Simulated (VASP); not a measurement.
Crystal: YF.

```
Y F
1.0
     3.71300    0.00000    0.00000
    -1.85650    3.21555    0.00000
     0.00000    0.00000    6.10905
Y F
2 2
Direct
  0.33333 0.66667 0.37313
  0.66667 0.33333 0.87313
  0.33333 0.66667 0.00000
  0.66667 0.33333 0.50000
```

```yaml
Program: VASP 6.6.1
Task: relaxation of cell and atoms
Functional: PBE
Potentials_or_basis: VASP PAW PBE potentials, release 64 (Y_sv, F)
Cutoff: 600 eV
k_mesh: 6 × 6 × 4
Occupations: gaussian, width 0.1 eV
Spin: no spin polarisation
```

At the start: pressure 11.2 GPa; volume 18.23 Å³/atom.

Question: How do energy, volume and symmetry change on relaxing?

Answer: Over 4 steps the energy falls by 77.5 meV/atom and the volume is 20.75 Å³/atom (+13.8 %); space group P6_3mc (No. 186, to 0.05 Å).

Step by step:
```csv
step,energy change (eV),largest force (eV/Å),pressure (GPa),volume (Å³)
1,0.0000,0.0558,11.17,72.94
2,-0.2665,0.0110,-3.04,87.19
3,-0.3099,0.0083,0.06,82.79
4,-0.3099,0.0082,-0.10,83.00
```

Final structure:
```cif
data_structure
_symmetry_space_group_name_H-M 'P 1'
_symmetry_Int_Tables_number 1
_cell_length_a 3.8841
_cell_length_b 3.8841
_cell_length_c 6.3527
_cell_angle_alpha 90.000
_cell_angle_beta 90.000
_cell_angle_gamma 120.000
_cell_volume 83.00
loop_
_atom_site_label
_atom_site_type_symbol
_atom_site_fract_x
_atom_site_fract_y
_atom_site_fract_z
_atom_site_occupancy
Y1 Y 0.33333 0.66667 0.37281 1
Y2 Y 0.66667 0.33333 0.87281 1
F1 F 0.33333 0.66667 0.00032 1
F2 F 0.66667 0.33333 0.50032 1
```
